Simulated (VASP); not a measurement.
# Rb (Fm-3m) in VASP: notebook

The runs below take Rb through single point, relaxation of cell and atoms, with PBEsol.

Everything below comes from runs of VASP 6.6.1. Logs are shortened: lines on timing, memory, paths and dates and some standing lists are left out, and cuts for length are marked.

### 1 The cell of the first run

It takes space group Fm-3m (No. 225, cubic). Conventional cell: a = 7.032 Å, b = 7.032 Å, c = 7.032 Å, α = 90.00°, β = 90.00°, γ = 90.00°.

### 2 Single point, PBEsol

Input file INCAR:

```
PREC = Accurate ; ENCUT = 520
EDIFF = 1E-6 ; ISMEAR = 0
SIGMA = 0.1 ; LREAL = F
LASPH = T ; NELM = 100
ALGO = Fast ; ISIF = 2
LWAVE = F ; LCHARG = F
GGA = PS ; NBANDS = 10
```

Input file KPOINTS:

```
Automatic mesh
0
Gamma
  10 10 10
```

Input file POSCAR:

```
Rb
1.0
    0.0000000000      3.5158388032      3.5158388032
    3.5158388032      0.0000000000      3.5158388032
    3.5158388032      3.5158388032      0.0000000000
Rb
1
Direct
    0.0000000000      0.0000000000      0.0000000000
```

Potentials or basis: VASP PAW PBE potentials, release 64 (Rb_sv).

The run is started by

```
> cat potpaw_PBE.64/Rb_sv/POTCAR > POTCAR
> mpirun -np 1 vasp_std > vasp.out
```

OUTCAR:

```text
PREC = Accurate
   ENCUT = 520
   EDIFF = 1E-6
   ISMEAR = 0
   LREAL = F
   LASPH = T
   NELM = 100
   ISIF = 2
   GGA = PS

 ion  position               nearest neighbor table
   1  0.000  0.000  0.000-

  LATTYP: Found a face centered cubic cell.
 ALAT       =     7.0316776064

  Lattice vectors:

 A1 = (   0.0000000000,   3.5158388032,   3.5158388032)
 A2 = (   3.5158388032,   0.0000000000,   3.5158388032)
 A3 = (   3.5158388032,   3.5158388032,   0.0000000000)

Analysis of symmetry for initial positions (statically):
=====================================================================
 Subroutine PRICEL returns:
 Original cell was already a primitive cell.

 Routine SETGRP: Setting up the symmetry group for a
 face centered cubic supercell.

 Subroutine GETGRP returns: Found 48 space group operations
 (whereof 48 operations were pure point group operations)
 out of a pool of 48 trial point group operations.

The static configuration has the point symmetry O_h .

Analysis of symmetry for dynamics (positions and initial velocities):
=====================================================================
 Subroutine PRICEL returns:
 Original cell was already a primitive cell.

 Routine SETGRP: Setting up the symmetry group for a
 face centered cubic supercell.

 Subroutine GETGRP returns: Found 48 space group operations
 (whereof 48 operations were pure point group operations)
 out of a pool of 48 trial point group operations.

The dynamic configuration has the point symmetry O_h .

 Subroutine INISYM returns: Found 48 space group operations
 (whereof 48 operations are pure point group operations),
 and found     1 'primitive' translations

----------------------------------------------------------------------------------------

                                     Primitive cell

  volume of cell :      86.9194

  direct lattice vectors                    reciprocal lattice vectors
     0.000000000  3.515838803  3.515838803    -0.142213573  0.142213573  0.142213573
     3.515838803  0.000000000  3.515838803     0.142213573 -0.142213573  0.142213573
     3.515838803  3.515838803  0.000000000     0.142213573  0.142213573 -0.142213573

  length of vectors
     4.972146919  4.972146919  4.972146919     0.246321135  0.246321135  0.246321135

  position of ions in fractional coordinates (direct lattice)
     0.000000000  0.000000000  0.000000000

  ion indices of the primitive-cell ions
   primitive index   ion index
                 1           1

----------------------------------------------------------------------------------------

 KPOINTS: Automatic mesh

Automatic generation of k-mesh.
 Grid dimensions read from file:
 generate k-points for:   10   10   10

 Generating k-lattice:

  Cartesian coordinates                     Fractional coordinates (reciprocal lattice)
    -0.014221357  0.014221357  0.014221357     0.100000000  0.000000000  0.000000000
     0.014221357 -0.014221357  0.014221357     0.000000000  0.100000000  0.000000000
     0.014221357  0.014221357 -0.014221357     0.000000000  0.000000000  0.100000000

  Length of vectors
     0.024632113  0.024632113  0.024632113

  Shift w.r.t. Gamma in fractional coordinates (k-lattice)
     0.000000000  0.000000000  0.000000000

 Subroutine IBZKPT returns following result:
 ===========================================

 Found     47 irreducible k-points:

 Following reciprocal coordinates:
            Coordinates               Weight
  0.000000  0.000000  0.000000      1.000000
  0.100000  0.000000  0.000000      8.000000
  0.200000  0.000000  0.000000      8.000000
  0.300000  0.000000  0.000000      8.000000
  0.400000  0.000000  0.000000      8.000000
  0.500000  0.000000  0.000000      4.000000
[... 16 lines left out ...]
  0.300000  0.300000  0.000000      6.000000
  0.400000  0.300000  0.000000     24.000000
 [... further k-points ...]
   k-points           NKPTS =     47   k-points in BZ     NKDIM =     47   number of bands    NBANDS=     10
   number of dos      NEDOS =    301   number of ions     NIONS =      1
   total plane-waves  NPLWV =  64000
   dimension x,y,z NGX =    40 NGY =   40 NGZ =   40
   dimension x,y,z NGXF=    80 NGYF=   80 NGZF=   80
   ions per type =               1
   NGX,Y,Z   is equivalent  to a cutoff of  13.37, 13.37, 13.37 a.u.
   NGXF,Y,Z  is equivalent  to a cutoff of  26.75, 26.75, 26.75 a.u.
 SYSTEM =  unknown system
   PREC   = accura    normal or accurate (medium, high low for compatibility)
   ISTART =      0    job   : 0-new  1-cont  2-samecut
   ICHARG =      2    charge: 1-file 2-atom 10-const
   ISPIN  =      1    spin polarized calculation?
   LNONCOLLINEAR =      F non collinear calculations
   LSORBIT =      F    spin-orbit coupling
   LASPH  =      T    aspherical Exc in radial PAW
   ENCUT  =  520.0 eV  38.22 Ry    6.18 a.u.   9.24  9.24  9.24*2*pi/ulx,y,z
   NELM   =    100;   NELMIN=  2; NELMDL= -5     # of ELM steps
   EDIFF  = 0.1E-05   stopping-criterion for ELM
   LREAL  =      F    real-space projection
   EDIFFG = 0.1E-04   stopping-criterion for IOM
   NSW    =      0    number of steps for IOM
   IBRION =     -1    ionic relax: 0-MD 1-quasi-New 2-CG
   NFREE  =      0    steps in history (QN), initial steepest desc. (CG)
   ISIF   =      2    stress and relaxation
   ISYM   =      2    0-nonsym 1-usesym 2-fastsym
   POTIM  = 0.5000    time-step for ionic-motion
   TEBEG  =    0.0;   TEEND  =   0.0 temperature during run
   PSTRESS=    0.0 pullay stress
   NELECT =       9.0000    total number of electrons
   NUPDOWN=      -1.0000    fix difference up-down
   EMIN   =  10.00;   EMAX   =-10.00  energy-range for DOS
   EFERMI =   0.00;   METHOD = LEGACY
   ISMEAR =     0;   SIGMA  =   0.10  broadening in eV -4-tet -1-fermi 0-gaus
   EFERMI_NEDOS =   21; number of points for ismear=-14 and -15
   IALGO  =     68    algorithm
   IMIX   =      4    mixing-type and parameters
     AMIX     =   0.40;   BMIX     =  1.00
     AMIX_MAG =   1.60;   BMIX_MAG =  1.00
  volume/ion in A,a.u.               =      86.92       586.56
  Fermi-wavevector in a.u.,A,eV,Ry     =   0.768747  1.452721  8.040660  0.590972
  Thomas-Fermi vector in A             =   1.869587
   LORBIT       =      0    0 simple, 1 ext, 2 COOP (PROOUT), +10 PAW based schemes
   GGA     = PS    functional components
   LHFCALC =     F    Hartree Fock is set to
   AEXX    =    0.0000 exact exchange contribution
   IVDW    =     0    specifies the selected vdW correction
   LEPSILON=     F    determine dielectric tensor
   LRPA    =     F    only Hartree local field effects (RPA)
 non-spin polarized calculation
 RMM-DIIS sequential band-by-band and
 Gauss-broadening in eV      SIGMA  =   0.10
  energy-cutoff  :      520.00
  volume of cell :       86.92
 maximum number of plane-waves:      2362
 NGX is ok and might be reduce to    40
   NGX = 19   NGY = 19   NGZ = 19

 number of electron       9.0000000 magnetization

 Free energy of the ion-electron system (eV)
  ---------------------------------------------------
  ext. energy  EPLUGINS =         0.00000000
  ---------------------------------------------------
  free energy    TOTEN  =        -1.02726609 eV

  energy without entropy =       -1.02223552  energy(sigma->0) =       -1.02475081

 E-fermi :   0.0160     XC(G=0):  -5.6358

 val. band max:        0.0116172498   @ k =   0.5000   0.3000   0.1000
 cond. band min:       0.1073446713   @ k =   0.4000   0.4000   0.0000
 fundamental gap:      0.0957274215
 Fermi energy:         0.0160394893

 k-point     1 :       0.0000    0.0000    0.0000
  band No.  band energies     occupation
      1     -28.7791      2.00000
      2     -12.8224      2.00000
      3     -12.8224      2.00000
      4     -12.8224      2.00000
      5      -1.9901      2.00000
      6       3.6840      0.00000
      7       3.6840      0.00000
      8       3.6840      0.00000
      9       5.0731      0.00000
     10       5.0732      0.00000

 k-point     2 :       0.1000    0.0000    0.0000
  band No.  band energies     occupation
      1     -28.7786      2.00000
      2     -12.8333      2.00000
      3     -12.8238      2.00000
      4     -12.8238      2.00000
      5      -1.8737      2.00000
      6       3.3701      0.00000
      7       3.7339      0.00000
      8       3.7339      0.00000
      9       4.9397      0.00000
     10       4.9397      0.00000

 k-point     3 :       0.2000    0.0000    0.0000
  band No.  band energies     occupation
      1     -28.7774      2.00000
      2     -12.8617      2.00000
      3     -12.8276      2.00000
      4     -12.8276      2.00000
      5      -1.5356      2.00000
      6       2.7292      0.00000
      7       3.7877      0.00000
      8       3.7877      0.00000
      9       4.8200      0.00000
     10       4.8202      0.00000

 k-point     4 :       0.3000    0.0000    0.0000
  band No.  band energies     occupation
      1     -28.7759      2.00000
      2     -12.8963      2.00000
      3     -12.8324      2.00000
      4     -12.8324      2.00000
      5      -1.0093      2.00000
      6       2.0126      0.00000
      7       3.6795      0.00000
      8       3.6795      0.00000
      9       5.0800      0.00000
     10       5.0852      0.00000
[... 222 lines left out ...]
 k-point    22 :      -0.2000    0.2000    0.0000
  band No.  band energies     occupation
      1     -28.7754      2.00000
      2     -12.8908      2.00000
      3     -12.8534      2.00000
      4     -12.8319      2.00000
      5      -0.8302      2.00000
      6       2.2229      0.00000
      7       2.8098      0.00000
      8       4.0090      0.00000
      9       4.4152      0.00000
     10       5.6625      0.00000

 k-point    23 :       0.3000    0.3000    0.0000
  band No.  band energies     occupation
      1     -28.7749      2.00000
      2     -12.8928      2.00000
      3     -12.8490      2.00000
      4     -12.8490      2.00000
      5      -0.7017      2.00000
      6       2.2747      0.00000
      7       2.7301      0.00000
      8       4.1115      0.00000
      9       4.1115      0.00000
     10       5.6594      0.00000

 k-point    24 :       0.4000    0.3000    0.0000
  band No.  band energies     occupation
      1     -28.7739      2.00000
      2     -12.9076      2.00000
      3     -12.8570      2.00000
      4     -12.8536      2.00000
      5      -0.2366      1.99965
      6       2.0184      0.00000
      7       2.3334      0.00000
      8       4.1821      0.00000
      9       4.2775      0.00000
     10       5.9311      0.00000

 [... further k-points ...]

------------------------ aborting loop because EDIFF is reached ----------------------------------------

  FORCE on cell =-STRESS in cart. coord.  units (eV):
  Direction    XX          YY          ZZ          XY          YZ          ZX
  --------------------------------------------------------------------------------------
  -------------------------------------------------------------------------------------
  Total       -0.0029065     -0.0029065     -0.0029065      0.0000000      0.0000000      0.0000000
  in kB       -0.0535759     -0.0535759     -0.0535759      0.0000000      0.0000000      0.0000000
  external PRESSURE =      -0.0535759 kB  Pullay stress =       0.0000000 kB

 VOLUME and BASIS-vectors are now :
 -----------------------------------------------------------------------------
  energy-cutoff  :      520.00
  volume of cell :       86.92
      direct lattice vectors                 reciprocal lattice vectors
     0.000000000  3.515838803  3.515838803    -0.142213573  0.142213573  0.142213573
     3.515838803  0.000000000  3.515838803     0.142213573 -0.142213573  0.142213573
     3.515838803  3.515838803  0.000000000     0.142213573  0.142213573 -0.142213573

 POSITION                                       TOTAL-FORCE (eV/Angst)
 -----------------------------------------------------------------------------------
      0.00000      0.00000      0.00000        -0.000000      0.000000      0.000000
 -----------------------------------------------------------------------------------
    total drift:                               -0.000000     -0.000000     -0.000000

  FREE ENERGIE OF THE ION-ELECTRON SYSTEM (eV)
  ---------------------------------------------------
  free  energy   TOTEN  =        -1.0272660949 eV

  energy  without entropy=       -1.0222355212  energy(sigma->0) =       -1.02475081
```

It took 21 s on 1 thread of Intel Xeon 6975P-C (Granite Rapids), shared host; peak memory 0.24 GiB.

Results:

| Property | Result |
| --- | --- |
| Free energy | -1.0273 eV |
| Pressure | 0.0 GPa |

Levels at points of the mesh, in eV from the Fermi level:
| k point | band 2 | band 3 | band 4 | band 5 | band 6 | band 7 | band 8 | band 9 |
| --- | --- | --- | --- | --- | --- | --- | --- | --- |
| (0.00, 0.00, 0.00) | -12.84 | -12.84 | -12.84 | -2.01 | 3.67 | 3.67 | 3.67 | 5.06 |
| (0.50, 0.00, 0.00) | -12.95 | -12.85 | -12.85 | 0.15 | 0.72 | 3.45 | 3.45 | 5.80 |
| (0.50, 0.50, 0.00) | -12.94 | -12.88 | -12.88 | 0.64 | 1.49 | 1.84 | 4.66 | 4.66 |

Caveat: the PAW data sets were made with another functional, which shifts forces and pressure a little.

(Continued in part 2 of 2.)
